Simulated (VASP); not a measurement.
# InSe2 (P4/nmm) in VASP: relaxation of cell and atoms with PBEsol

Aim: the relaxation of cell and atoms of InSe2 with PBEsol.

All numbers are computed with VASP 6.6.1; they aren't measurements. Logs are shortened: lines on timing, memory, paths and dates and some standing lists are left out, and cuts for length are marked.

### Step 1. The cell of the first run

It takes space group P4/nmm (No. 129, tetragonal). The conventional cell has a = 3.895 Å, b = 3.895 Å, c = 9.626 Å, α = 90.00°, β = 90.00°, γ = 90.00°. In (site symmetry 4mm) has 9 Se at 2.84 to 3.43 Å within 3.7 Å. Se (site symmetry 4mm) has 5 In at 2.84 to 3.28 Å within 3.7 Å. Se (site symmetry -4m2) has 4 Se at 2.75 Å and 4 In at 3.43 Å within 3.6 Å.

### Step 2. Relaxation of cell and atoms, PBEsol

INCAR reads:

```
SYSTEM = InSe2
PREC     = Accurate       ! precision mode
ENCUT    = 600            ! plane-wave cutoff, eV
EDIFF    = 1E-6           ! SCF threshold, eV
ISMEAR   = 0              ! smearing method
SIGMA    = 0.1            ! smearing width, eV
LREAL    = .FALSE.        ! projectors in reciprocal space
LASPH    = .TRUE.         ! aspherical terms in the spheres
NELM     = 100            ! most SCF steps
ALGO     = Normal         ! electronic algorithm
ISIF     = 3              ! what is computed and relaxed
LWAVE    = .FALSE.        ! write WAVECAR
LCHARG   = .FALSE.        ! write CHGCAR
GGA      = PS             ! functional
IBRION   = 2              ! ionic algorithm
NSW      = 100            ! ionic steps
EDIFFG   = -0.005         ! ionic threshold
```

KPOINTS reads:

```
regular mesh
0
G
  10 10 4
  0 0 0
```

POSCAR reads:

```
InSe2
1.0
    3.8948930000      0.0000000000      0.0000000000
    0.0000000000      3.8948930000      0.0000000000
    0.0000000000      0.0000000000      9.6262310000
In Se
2 4
Direct
    0.0000000000      0.5000000000      0.7064680000
    0.5000000000      0.0000000000      0.2935320000
    0.0000000000      0.5000000000      0.3662120000
    0.5000000000      0.0000000000      0.6337880000
    0.0000000000      0.0000000000      0.0000000000
    0.5000000000      0.5000000000      0.0000000000
```

Potentials or basis: VASP PAW PBE potentials, release 64 (In_d, Se).

The run is started by

```console
$ cat potpaw_PBE.64/In_d/POTCAR potpaw_PBE.64/Se/POTCAR > POTCAR
$ mpirun -np 1 vasp_std > vasp.out
```

OUTCAR:

```text
SYSTEM = InSe2
   PREC = Accurate
   ENCUT = 600
   EDIFF = 1E-6
   ISMEAR = 0
   LREAL = .FALSE.
   LASPH = .TRUE.
   NELM = 100
   ISIF = 3
   GGA = PS
   IBRION = 2
   NSW = 100
   EDIFFG = -0.005

 ion  position               nearest neighbor table
   1  0.000  0.500  0.706-   4 2.84   4 2.84   4 2.84   4 2.84   3 3.28
   2  0.500  0.000  0.294-   3 2.84   3 2.84   3 2.84   3 2.84   4 3.28
   3  0.000  0.500  0.366-   2 2.84   2 2.84   2 2.84   2 2.84   1 3.28
   4  0.500  0.000  0.634-   1 2.84   1 2.84   1 2.84   1 2.84   2 3.28
   5  0.000  0.000  0.000-   6 2.75   6 2.75   6 2.75   6 2.75
   6  0.500  0.500  0.000-   5 2.75   5 2.75   5 2.75   5 2.75

  LATTYP: Found a simple tetragonal cell.
 ALAT       =     3.8948930000
 C/A-ratio  =     2.4715007575

  Lattice vectors:

 A1 = (   3.8948930000,   0.0000000000,   0.0000000000)
 A2 = (   0.0000000000,   3.8948930000,   0.0000000000)
 A3 = (   0.0000000000,   0.0000000000,   9.6262310000)

Analysis of symmetry for initial positions (statically):
=====================================================================
 Subroutine PRICEL returns:
 Original cell was already a primitive cell.

 Routine SETGRP: Setting up the symmetry group for a
 simple tetragonal supercell.

 Subroutine GETGRP returns: Found 16 space group operations
 (whereof  8 operations were pure point group operations)
 out of a pool of 16 trial point group operations.

The static configuration has the point symmetry D_2d.
 The point group associated with its full space group is D_4h.

Analysis of symmetry for dynamics (positions and initial velocities):
=====================================================================
 Subroutine PRICEL returns:
 Original cell was already a primitive cell.

 Routine SETGRP: Setting up the symmetry group for a
 simple tetragonal supercell.

 Subroutine GETGRP returns: Found 16 space group operations
 (whereof  8 operations were pure point group operations)
 out of a pool of 16 trial point group operations.

The dynamic configuration has the point symmetry D_2d.
 The point group associated with its full space group is D_4h.

 Subroutine INISYM returns: Found 16 space group operations
 (whereof  8 operations are pure point group operations),
 and found     1 'primitive' translations

----------------------------------------------------------------------------------------

                                     Primitive cell

  volume of cell :     146.0318

  direct lattice vectors                    reciprocal lattice vectors
     3.894893000  0.000000000  0.000000000     0.256746463  0.000000000  0.000000000
     0.000000000  3.894893000  0.000000000     0.000000000  0.256746463  0.000000000
     0.000000000  0.000000000  9.626231000     0.000000000  0.000000000  0.103882818

  length of vectors
     3.894893000  3.894893000  9.626231000     0.256746463  0.256746463  0.103882818

  position of ions in fractional coordinates (direct lattice)
     0.000000000  0.500000000  0.706468000
     0.500000000  0.000000000  0.293532000
     0.000000000  0.500000000  0.366212000
     0.500000000  0.000000000  0.633788000
     0.000000000  0.000000000  0.000000000
     0.500000000  0.500000000  0.000000000

  ion indices of the primitive-cell ions
   primitive index   ion index
                 1           1
                 2           2
                 3           3
                 4           4
                 5           5
                 6           6

----------------------------------------------------------------------------------------

 KPOINTS: regular mesh

Automatic generation of k-mesh.
 Grid dimensions read from file:
 generate k-points for:   10   10    4

 Generating k-lattice:

  Cartesian coordinates                     Fractional coordinates (reciprocal lattice)
     0.025674646  0.000000000  0.000000000     0.100000000  0.000000000  0.000000000
     0.000000000  0.025674646  0.000000000     0.000000000  0.100000000  0.000000000
     0.000000000  0.000000000  0.025970704     0.000000000  0.000000000  0.250000000

  Length of vectors
     0.025674646  0.025674646  0.025970704

  Shift w.r.t. Gamma in fractional coordinates (k-lattice)
     0.000000000  0.000000000  0.000000000

 Subroutine IBZKPT returns following result:
 ===========================================

 Found     63 irreducible k-points:

 Following reciprocal coordinates:
            Coordinates               Weight
  0.000000  0.000000  0.000000      1.000000
  0.100000  0.000000  0.000000      4.000000
  0.200000  0.000000  0.000000      4.000000
  0.300000  0.000000  0.000000      4.000000
  0.400000  0.000000  0.000000      4.000000
  0.500000  0.000000  0.000000      2.000000
[... 16 lines left out ...]
  0.100000  0.000000  0.250000      8.000000
  0.200000  0.000000  0.250000      8.000000
 [... further k-points ...]
   k-points           NKPTS =     63   k-points in BZ     NKDIM =     63   number of bands    NBANDS=     30
   number of dos      NEDOS =    301   number of ions     NIONS =      6
   total plane-waves  NPLWV =  81920
   dimension x,y,z NGX =    32 NGY =   32 NGZ =   80
   dimension x,y,z NGXF=    64 NGYF=   64 NGZF=  160
   ions per type =               2   4
   NGX,Y,Z   is equivalent  to a cutoff of  13.66, 13.66, 13.82 a.u.
   NGXF,Y,Z  is equivalent  to a cutoff of  27.32, 27.32, 27.63 a.u.
 SYSTEM =  InSe2
   PREC   = accura    normal or accurate (medium, high low for compatibility)
   ISTART =      0    job   : 0-new  1-cont  2-samecut
   ICHARG =      2    charge: 1-file 2-atom 10-const
   ISPIN  =      1    spin polarized calculation?
   LNONCOLLINEAR =      F non collinear calculations
   LSORBIT =      F    spin-orbit coupling
   LASPH  =      T    aspherical Exc in radial PAW
   ENCUT  =  600.0 eV  44.10 Ry    6.64 a.u.   7.78  7.78 19.23*2*pi/ulx,y,z
   NELM   =    100;   NELMIN=  2; NELMDL= -5     # of ELM steps
   EDIFF  = 0.1E-05   stopping-criterion for ELM
   LREAL  =      F    real-space projection
   EDIFFG = -.5E-02   stopping-criterion for IOM
   NSW    =    100    number of steps for IOM
   IBRION =      2    ionic relax: 0-MD 1-quasi-New 2-CG
   NFREE  =      1    steps in history (QN), initial steepest desc. (CG)
   ISIF   =      3    stress and relaxation
   ISYM   =      2    0-nonsym 1-usesym 2-fastsym
   POTIM  = 0.5000    time-step for ionic-motion
   TEBEG  =    0.0;   TEEND  =   0.0 temperature during run
   PSTRESS=    0.0 pullay stress
   NELECT =      50.0000    total number of electrons
   NUPDOWN=      -1.0000    fix difference up-down
   EMIN   =  10.00;   EMAX   =-10.00  energy-range for DOS
   EFERMI =   0.00;   METHOD = LEGACY
   ISMEAR =     0;   SIGMA  =   0.10  broadening in eV -4-tet -1-fermi 0-gaus
   EFERMI_NEDOS =   21; number of points for ismear=-14 and -15
   IALGO  =     38    algorithm
   IMIX   =      4    mixing-type and parameters
     AMIX     =   0.40;   BMIX     =  1.00
     AMIX_MAG =   1.60;   BMIX_MAG =  1.00
  volume/ion in A,a.u.               =      24.34       164.25
  Fermi-wavevector in a.u.,A,eV,Ry     =   1.145291  2.164286 17.846635  1.311691
  Thomas-Fermi vector in A             =   2.281980
   LORBIT       =      0    0 simple, 1 ext, 2 COOP (PROOUT), +10 PAW based schemes
   GGA     = PS    functional components
   LHFCALC =     F    Hartree Fock is set to
   AEXX    =    0.0000 exact exchange contribution
   IVDW    =     0    specifies the selected vdW correction
   LEPSILON=     F    determine dielectric tensor
   LRPA    =     F    only Hartree local field effects (RPA)
 conjugate gradient relaxation of ions
 non-spin polarized calculation
 Gauss-broadening in eV      SIGMA  =   0.10
  energy-cutoff  :      600.00
  volume of cell :      146.03
 maximum number of plane-waves:      4900
 NGX is ok and might be reduce to    32
   NGX = 15   NGY = 15   NGZ = 39

--------------------------------------- Ionic step        1  -------------------------------------------

 number of electron      49.9999991 magnetization

 Free energy of the ion-electron system (eV)
  ---------------------------------------------------
  ext. energy  EPLUGINS =         0.00000000
  ---------------------------------------------------
  free energy    TOTEN  =       -22.65019768 eV

  energy without entropy =      -22.63531279  energy(sigma->0) =      -22.64275523

------------------------ aborting loop because EDIFF is reached ----------------------------------------

  FORCE on cell =-STRESS in cart. coord.  units (eV):
  Direction    XX          YY          ZZ          XY          YZ          ZX
  --------------------------------------------------------------------------------------
  -------------------------------------------------------------------------------------
  Total       -3.4925690     -3.4925690     -1.9433686      0.0000000      0.0000000      0.0000000
  in kB      -38.3184770    -38.3184770    -21.3215324      0.0000000      0.0000000      0.0000000
  external PRESSURE =     -32.6528288 kB  Pullay stress =       0.0000000 kB
[... 101 lines left out ...]
  FREE ENERGIE OF THE ION-ELECTRON SYSTEM (eV)
  ---------------------------------------------------
  free  energy   TOTEN  =       -22.7288646552 eV

  energy  without entropy=      -22.7136105964  energy(sigma->0) =      -22.72123763

[... ionic steps 4 to 21 ...]

--------------------------------------- Ionic step       22  -------------------------------------------

 number of electron      50.0000000 magnetization

------------------------ aborting loop because EDIFF is reached ----------------------------------------
[... 75 lines left out ...]
--------------------------------------- Ionic step       24  -------------------------------------------

 number of electron      50.0000000 magnetization

 Free energy of the ion-electron system (eV)
  ---------------------------------------------------
  ext. energy  EPLUGINS =         0.00000000
  ---------------------------------------------------
  free energy    TOTEN  =       -22.73708968 eV

  energy without entropy =      -22.72242718  energy(sigma->0) =      -22.72975843

 E-fermi :   5.6071     XC(G=0): -10.3282

 val. band max:        5.6042630543   @ k =   0.1000   0.1000   0.0000
 cond. band min:       5.6087463091   @ k =   0.1000   0.1000   0.0000
 fundamental gap:      0.0044832548
 Fermi energy:         5.6071467824

 k-point     1 :       0.0000    0.0000    0.0000
  band No.  band energies     occupation
      1      -9.8739      2.00000
      2      -9.1178      2.00000
      3      -9.0506      2.00000
      4      -8.8536      2.00000
      5      -8.8486      2.00000
      6      -8.7952      2.00000
[... 781 lines left out ...]
     29       8.6274      0.00000
     30       9.7402      0.00000

 [... further k-points ...]

------------------------ aborting loop because EDIFF is reached ----------------------------------------

  FORCE on cell =-STRESS in cart. coord.  units (eV):
  Direction    XX          YY          ZZ          XY          YZ          ZX
  --------------------------------------------------------------------------------------
  -------------------------------------------------------------------------------------
  Total        0.0109104      0.0109104     -0.0033545      0.0000000     -0.0000000      0.0000000
  in kB        0.1271884      0.1271884     -0.0391048      0.0000000     -0.0000000      0.0000000
  external PRESSURE =       0.0717573 kB  Pullay stress =       0.0000000 kB
[... 21 lines left out ...]
  FREE ENERGIE OF THE ION-ELECTRON SYSTEM (eV)
  ---------------------------------------------------
  free  energy   TOTEN  =       -22.7370896772 eV

  energy  without entropy=      -22.7224271794  energy(sigma->0) =      -22.72975843

 reached required accuracy - stopping structural energy minimisation
```

Wall time 36 min (1 thread of Intel Xeon 6975P-C (Granite Rapids), shared host); peak memory 0.47 GiB.

What came out:

| Quantity | Value |
| --- | --- |
| Free energy | -22.7371 eV |
| Relaxed volume | 22.91 Å³/atom |
| Relaxed cell | a = 3.836 Å, b = 3.836 Å, c = 9.341 Å, α = 90.00°, β = 90.00°, γ = 90.00° |
| Space group after relaxing (to 0.05 Å) | P4/nmm (No. 129) |
| Energy gained by relaxing | 14.5 meV/atom |
| Ionic steps | 24 |
| Pressure after relaxing | 0.0 GPa |
| Largest force after relaxing | 0.003 eV/Å |
| Band gap on the k mesh | zero (band 25 reaches 6.42 eV, above the bottom of band 26 at 4.07 eV) |

Forces in eV/Å, atoms in the order of the input:
```
In   0.000  0.000  0.003
In   0.000  0.000 -0.003
Se   0.000  0.000 -0.003
Se   0.000  0.000  0.003
Se   0.000  0.000  0.000
Se   0.000  0.000  0.000
```

The path:
| step | energy change (eV) | largest force (eV/Å) | pressure (GPa) | volume (Å³) |
| --- | --- | --- | --- | --- |
| 1 | 0.0000 | 0.1021 | -3.27 | 146.03 |
| 2 | -0.0569 | 0.1099 | 1.77 | 135.79 |
| 3 | -0.0787 | 0.0326 | -0.14 | 139.15 |
| 4 | -0.0832 | 0.0196 | -0.09 | 138.53 |
| 5 | -0.0865 | 0.0192 | 0.02 | 137.46 |
| 6 | -0.0865 | 0.0190 | 0.03 | 137.40 |
| 7 | -0.0865 | 0.0188 | 0.03 | 137.36 |
| 8 | -0.0866 | 0.0176 | -0.02 | 137.47 |
| 9 | -0.0866 | 0.0191 | -0.07 | 137.54 |
| 10 | -0.0866 | 0.0165 | -0.09 | 137.53 |
| 11 | -0.0867 | 0.0148 | -0.05 | 137.50 |
| 12 | -0.0868 | 0.0127 | -0.01 | 137.43 |
| 13 | -0.0868 | 0.0121 | 0.02 | 137.44 |
| 14 | -0.0868 | 0.0112 | -0.01 | 137.48 |
| 15 | -0.0868 | 0.0120 | -0.03 | 137.50 |
| 16 | -0.0868 | 0.0136 | -0.05 | 137.56 |
| 17 | -0.0868 | 0.0130 | -0.05 | 137.54 |
| 18 | -0.0869 | 0.0117 | -0.01 | 137.48 |
| 19 | -0.0868 | 0.0083 | 0.05 | 137.37 |
| 20 | -0.0869 | 0.0097 | 0.03 | 137.44 |
| 21 | -0.0869 | 0.0084 | 0.00 | 137.46 |
| 22 | -0.0869 | 0.0065 | -0.01 | 137.49 |
| 23 | -0.0869 | 0.0053 | 0.00 | 137.47 |
| 24 | -0.0869 | 0.0032 | 0.01 | 137.44 |

Final structure:
```
In Se
1.0
     3.83576    0.00000    0.00000
     0.00000    3.83576    0.00000
     0.00000    0.00000    9.34119
In Se
2 4
Direct
  0.00000 0.50000 0.70439
  0.50000 0.00000 0.29561
  0.00000 0.50000 0.36708
  0.50000 0.00000 0.63292
  0.00000 0.00000 0.00000
  0.50000 0.50000 0.00000
```

Levels at points of the mesh, in eV from the Fermi level:
```csv
k point,band 23,band 24,band 25,band 26,band 27,band 28
"(0.00, 0.00, 0.00)",-1.80,-1.80,0.21,0.66,3.00,3.00
"(0.50, 0.00, 0.00)",-1.33,-1.33,-1.00,-1.00,1.90,1.90
"(0.50, 0.50, 0.00)",-1.57,-1.57,-1.04,-1.04,2.61,2.61
"(0.00, 0.00, 0.50)",-1.71,-0.95,0.21,0.74,2.00,3.00
"(0.50, 0.00, 0.50)",-1.01,-1.01,-0.94,-0.94,1.20,1.20
"(0.50, 0.50, 0.50)",-1.88,-1.88,-1.53,-1.53,3.65,3.65
```

Caveat: the PAW data sets were made with another functional, which shifts forces and pressure a little; spin-orbit coupling is left out, which moves the levels of the heavy elements.
